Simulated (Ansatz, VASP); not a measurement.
**BaTiO3 in VASP and in Ansatz**

```xyz
5
Lattice="4.0192 0.0000 0.0000 0.0000 4.0192 0.0000 0.0000 0.0000 4.0192" Properties=species:S:1:pos:R:3 pbc="T T T"
Ba    0.0000    0.0000    0.0000
Ti    2.0096    2.0096    2.0096
O     0.0000    2.0096    2.0096
O     2.0096    0.0000    2.0096
O     2.0096    2.0096    0.0000
```

Alike in both runs: functional PBE; k mesh 8 × 8 × 8; occupations gaussian, width 0.02 eV; no spin polarisation.

Ansatz relaxed the structure, and its values are those at the end. VASP's run is a single point on that final structure, the one shown.

|  | VASP | Ansatz |
| --- | --- | --- |
| version | VASP 6.6.1 | Ansatz 0.2.0 |
| potentials or method | VASP PAW PBE potentials, release 64 (Ba_sv, Ti_sv, O), cutoff 520 eV | scalar-relativistic, plane waves, PAW |
| valence electrons in the cell | 40 | 40 |

Ansatz gave:

| Item | Value |
| --- | --- |
| gap on the k mesh at the Fermi level (eV) | 1.78 |
| least direct gap on the mesh (eV) | 1.90 |
| pressure (GPa) | 0.0 |

What did VASP give for the same quantities?

gap on the k mesh at the Fermi level (eV): 1.72; least direct gap on the mesh (eV): 1.88; pressure (GPa): 1.7.

Neither program's run includes spin-orbit coupling.
